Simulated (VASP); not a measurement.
# TiAl (Pm) in VASP: single point with r2SCAN

Aim: the single point of TiAl with r2SCAN.

Program: VASP 6.6.1. These are calculated values, not measurements. Logs are shortened: lines on timing, memory, paths and dates and some standing lists are left out, and cuts for length are marked.

### 1 The cell of the first run

Symmetry: Pm, No. 6, monoclinic system. Conventional cell: a = 3.179 Å, b = 3.179 Å, c = 3.179 Å, α = 90.00°, β = 90.00°, γ = 90.00°. Within 3.4 Å of Ti (site symmetry m) lie 8 Al at 2.58 to 2.93 Å and 6 Ti at 3.18 Å. Al (site symmetry m) has 8 Ti at 2.58 to 2.93 Å and 6 Al at 3.18 Å within 3.4 Å.

### 2 Single point, r2SCAN (atom 1 (Ti) moved by (-0.200, -0.100) A along y and z)

POSCAR reads:

```
TiAl
1.0
    3.1790640000      0.0000000000      0.0000000000
    0.0000000000      3.1790640000      0.0000000000
    0.0000000000      0.0000000000      3.1790640000
Ti Al
1 1
Direct
    0.0000000000     -0.0629115991     -0.0314557996
    0.5000000000      0.5000000000      0.5000000000
```

INCAR.step1 reads:

```
SYSTEM = TiAl
PREC = Accurate
ENCUT = 520
ISMEAR = 0
SIGMA = 0.15
LREAL = .FALSE.
LASPH = .TRUE.
NELM = 80
NBANDS = 14
GGA = PE
ALGO = Normal
EDIFF = 1E-4
LWAVE = .TRUE.
LCHARG = .FALSE.
```

INCAR.step2 reads:

```
SYSTEM = TiAl
PREC = Accurate
ENCUT = 520
EDIFF = 1E-7
ISMEAR = 0
SIGMA = 0.15
LREAL = .FALSE.
LASPH = .TRUE.
NELM = 80
ALGO = Normal
ISIF = 2
LWAVE = .FALSE.
LCHARG = .FALSE.
METAGGA = R2SCAN
LMIXTAU = .TRUE.
NBANDS = 14
ISTART = 1
```

KPOINTS reads:

```
regular mesh
0
G
  16 16 16
  0 0 0
```

Potentials or basis: VASP PAW PBE potentials, release 64 (Ti_sv, Al).

The run is started by

```bash
$ cat potpaw_PBE.64/Ti_sv/POTCAR potpaw_PBE.64/Al/POTCAR > POTCAR
$ cp INCAR.step1 INCAR
$ mpirun -np 1 vasp_std > vasp.out
$ cp INCAR.step2 INCAR
$ mpirun -np 1 vasp_std > vasp.out
```

OUTCAR:

```text
SYSTEM = TiAl
   PREC = Accurate
   ENCUT = 520
   EDIFF = 1E-7
   ISMEAR = 0
   LREAL = .FALSE.
   LASPH = .TRUE.
   NELM = 80
   ISIF = 2
   METAGGA = R2SCAN
   ISTART = 1

 ion  position               nearest neighbor table
   1  0.000  0.937  0.969-   2 2.58   2 2.58   2 2.70   2 2.70   2 2.82   2 2.82   2 2.93   2 2.93

   2  0.500  0.500  0.500-   1 2.58   1 2.58   1 2.70   1 2.70   1 2.82   1 2.82   1 2.93   1 2.93

  LATTYP: Found a simple cubic cell.
 ALAT       =     3.1790640000

  Lattice vectors:

 A1 = (   3.1790640000,   0.0000000000,   0.0000000000)
 A2 = (   0.0000000000,   3.1790640000,   0.0000000000)
 A3 = (   0.0000000000,   0.0000000000,   3.1790640000)

Analysis of symmetry for initial positions (statically):
=====================================================================
 Subroutine PRICEL returns:
 Original cell was already a primitive cell.

 Routine SETGRP: Setting up the symmetry group for a
 simple cubic supercell.

 Subroutine GETGRP returns: Found  2 space group operations
 (whereof  2 operations were pure point group operations)
 out of a pool of 48 trial point group operations.

The static configuration has the point symmetry C_1h.

Analysis of symmetry for dynamics (positions and initial velocities):
=====================================================================
 Subroutine PRICEL returns:
 Original cell was already a primitive cell.

 Routine SETGRP: Setting up the symmetry group for a
 simple cubic supercell.

 Subroutine GETGRP returns: Found  2 space group operations
 (whereof  2 operations were pure point group operations)
 out of a pool of 48 trial point group operations.

The dynamic configuration has the point symmetry C_1h.

 Subroutine INISYM returns: Found  2 space group operations
 (whereof  2 operations are pure point group operations),
 and found     1 'primitive' translations

----------------------------------------------------------------------------------------

                                     Primitive cell

  volume of cell :      32.1290

  direct lattice vectors                    reciprocal lattice vectors
     3.179064000  0.000000000  0.000000000     0.314557996  0.000000000  0.000000000
     0.000000000  3.179064000  0.000000000     0.000000000  0.314557996  0.000000000
     0.000000000  0.000000000  3.179064000     0.000000000  0.000000000  0.314557996

  length of vectors
     3.179064000  3.179064000  3.179064000     0.314557996  0.314557996  0.314557996

  position of ions in fractional coordinates (direct lattice)
     0.000000000  0.937088401  0.968544200
     0.500000000  0.500000000  0.500000000

[... 89 lines left out ...]
   EMIN   =  10.00;   EMAX   =-10.00  energy-range for DOS
   EFERMI =   0.00;   METHOD = LEGACY
   ISMEAR =     0;   SIGMA  =   0.15  broadening in eV -4-tet -1-fermi 0-gaus
   EFERMI_NEDOS =   21; number of points for ismear=-14 and -15
   IALGO  =     38    algorithm
   IMIX   =      4    mixing-type and parameters
     AMIX     =   0.40;   BMIX     =  1.00
     AMIX_MAG =   1.60;   BMIX_MAG =  1.00
  volume/ion in A,a.u.               =      16.06       108.41
  Fermi-wavevector in a.u.,A,eV,Ry     =   1.270007  2.399964 21.945065  1.612917
  Thomas-Fermi vector in A             =   2.403017
   LORBIT       =      0    0 simple, 1 ext, 2 COOP (PROOUT), +10 PAW based schemes
   METAGGA = R2SCAN    functional components
   LHFCALC =     F    Hartree Fock is set to
   AEXX    =    0.0000 exact exchange contribution
   IVDW    =     0    specifies the selected vdW correction
   LEPSILON=     F    determine dielectric tensor
   LRPA    =     F    only Hartree local field effects (RPA)
 non-spin polarized calculation
 Gauss-broadening in eV      SIGMA  =   0.15
  energy-cutoff  :      520.00
  volume of cell :       32.13
 maximum number of plane-waves:       912
   NGX = 11   NGY = 11   NGZ = 11

 number of electron      14.9999995 magnetization

 Free energy of the ion-electron system (eV)
  ---------------------------------------------------
  ext. energy  EPLUGINS =         0.00000000
  ---------------------------------------------------
  free energy    TOTEN  =       -20.14984293 eV

  energy without entropy =      -20.12695136  energy(sigma->0) =      -20.13839714

 E-fermi :   8.8064     XC(G=0): -11.8902

 val. band max:        8.8057713795   @ k =   0.3125   0.2500   0.0000
 cond. band min:       8.8077082095   @ k =   0.1250   0.1250   0.3750
 fundamental gap:      0.0019368300
 Fermi energy:         8.8063747126

 k-point     1 :       0.0000    0.0000    0.0000
  band No.  band energies     occupation
      1     -50.4465      2.00000
      2     -25.6115      2.00000
      3     -25.6103      2.00000
      4     -25.5947      2.00000
      5      -1.0216      2.00000
      6       7.1565      2.00000
      7       7.1611      2.00000
      8      10.7678      0.00000
      9      10.8437      0.00000
     10      10.8782      0.00000
     11      13.5133      0.00000
     12      13.5191      0.00000
     13      13.6123      0.00000
     14      17.8826      0.00000
[... 377 lines left out ...]
      1     -50.4304      2.00000
      2     -25.7828      2.00000
      3     -25.5943      2.00000
      4     -25.5911      2.00000
      5       2.3602      2.00000
      6       3.2589      2.00000
      7       8.0964      2.00000
      8       9.1047      0.00492
      9       9.1334      0.00205
     10      11.0231      0.00000
     11      11.9421      0.00000
     12      15.6021      0.00000
     13      18.2876      0.00000
     14      18.2957      0.00000

 [... further k-points ...]

------------------------ aborting loop because EDIFF is reached ----------------------------------------

  FORCE on cell =-STRESS in cart. coord.  units (eV):
  Direction    XX          YY          ZZ          XY          YZ          ZX
  --------------------------------------------------------------------------------------
  -------------------------------------------------------------------------------------
  Total        0.4344593      0.0488516      0.3344306      0.0000000      0.3246043      0.0000000
  in kB       21.6651586      2.4360780     16.6770305      0.0000000     16.1870228      0.0000000
  external PRESSURE =      13.5927557 kB  Pullay stress =       0.0000000 kB

 VOLUME and BASIS-vectors are now :
 -----------------------------------------------------------------------------
  energy-cutoff  :      520.00
  volume of cell :       32.13
      direct lattice vectors                 reciprocal lattice vectors
     3.179064000  0.000000000  0.000000000     0.314557996  0.000000000  0.000000000
     0.000000000  3.179064000  0.000000000     0.000000000  0.314557996  0.000000000
     0.000000000  0.000000000  3.179064000     0.000000000  0.000000000  0.314557996

 POSITION                                       TOTAL-FORCE (eV/Angst)
 -----------------------------------------------------------------------------------
      0.00000      2.97906      3.07906         0.000000      1.372956      0.732483
      1.58953      1.58953      1.58953         0.000000     -1.372956     -0.732483
 -----------------------------------------------------------------------------------
    total drift:                               -0.000000     -0.000225     -0.000121

  FREE ENERGIE OF THE ION-ELECTRON SYSTEM (eV)
  ---------------------------------------------------
  free  energy   TOTEN  =       -20.1498429303 eV

  energy  without entropy=      -20.1269513589  energy(sigma->0) =      -20.13839714
```

OSZICAR.step1:

```text
N       E                     dE             d eps       ncg     rms          rms(c)
DAV:   1     0.943941652920E+02    0.94394E+02   -0.64982E+03 32780   0.108E+03
DAV:   2    -0.643159729608E+01   -0.10083E+03   -0.96697E+02 33432   0.302E+02
DAV:   3    -0.133626585524E+02   -0.69311E+01   -0.67471E+01 55036   0.663E+01
DAV:   4    -0.135805352503E+02   -0.21788E+00   -0.21750E+00 35384   0.114E+01
DAV:   5    -0.135889883105E+02   -0.84531E-02   -0.84505E-02 47800   0.208E+00    0.988E+00
DAV:   6    -0.120372813114E+02    0.15517E+01   -0.49778E+00 36652   0.305E+01    0.286E+00
DAV:   7    -0.119702813523E+02    0.67000E-01   -0.42584E-01 36154   0.868E+00    0.177E+00
DAV:   8    -0.119638686506E+02    0.64127E-02   -0.55692E-02 46234   0.241E+00    0.503E-01
DAV:   9    -0.119614932179E+02    0.23754E-02   -0.10100E-02 38906   0.138E+00    0.166E-01
DAV:  10    -0.119615710085E+02   -0.77791E-04   -0.46173E-04 36652   0.255E-01
   1 F= -.11961571E+02 E0= -.11947369E+02  d E =-.284042E-01
```

It took 16 min on 1 thread of AMD EPYC 9R45 (Zen 5), shared host; peak memory 0.59 GiB.

Results:

* Free energy: -20.1498 eV
* Pressure: 1.4 GPa
* Largest force: 1.556 eV/Å
* Band gap on the k mesh: zero (an odd number of electrons rules out a gap without spin polarisation)

Forces on the atoms (eV/Å):
```
Ti   0.000  1.373  0.732
Al   0.000 -1.373 -0.732
```

Caveat: the cell differs from its parent crystal (atom 1 (Ti) moved by (-0.200, -0.100) A along y and z); the PAW data sets were made with another functional, which shifts forces and pressure a little.
